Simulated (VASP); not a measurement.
Set up this calculation in VASP 6.6.1, as the native input.

```
Task                   : single point
Functional             : PBE
Potentials or basis    : VASP PAW PBE potentials, release 64 (Y_sv, As)
Cutoff                 : 520 eV
k mesh                 : 6 × 6 × 6
Occupations            : gaussian, width 0.1 eV
Spin                   : no spin polarisation
Dipole correction      : no
Further INCAR settings : ALGO = Normal; EDIFF = 1e-06; NBANDS = 27
```

The structure of Y3As lies in POSCAR:

```
Y3As
1.0
   -2.2470036942      2.2470036942      5.0192809792
    2.2470036942     -2.2470036942      5.0192809792
    2.2470036942      2.2470036942     -5.0192809792
Y As
3 1
Direct
    0.5000000000      0.5000000000      0.0000000000
    0.2500000000      0.7500000000      0.5000000000
    0.7500000000      0.2500000000      0.5000000000
    0.0000000000      0.0000000000      0.0000000000
```

The input as run:

INCAR

```
PREC     = Accurate       # precision mode
ENCUT    = 520            # plane-wave cutoff, eV
EDIFF    = 1E-6           # SCF threshold, eV
ISMEAR   = 0              # smearing method
SIGMA    = 0.1            # smearing width, eV
LREAL    = F              # projectors in reciprocal space
LASPH    = T              # aspherical terms in the spheres
NELM     = 80             # most SCF steps
ALGO     = Normal         # electronic algorithm
ISIF     = 2              # what is computed and relaxed
LWAVE    = F              # write WAVECAR
LCHARG   = T              # write CHGCAR
GGA      = PE             # functional
LELF     = T              # ELF
LVHAR    = T            
NBANDS   = 27             # bands
```

KPOINTS

```
Automatic mesh
0
Gamma
  6 6 6
```

Potentials or basis: VASP PAW PBE potentials, release 64 (Y_sv, As).

The run is started by

```bash
$ cat potpaw_PBE.64/Y_sv/POTCAR potpaw_PBE.64/As/POTCAR > POTCAR
$ mpirun -np 1 vasp_std > vasp.out
```

Results of the run:

The pressure is 1.5 GPa and the band gap on the k mesh is zero (band 19 reaches 5.07 eV, above the bottom of band 20 at 3.78 eV).

It took 61 s on 1 thread of Intel(R) Xeon(R) 6975P-C (Granite Rapids), on a shared host, peak memory 0.38 GiB.
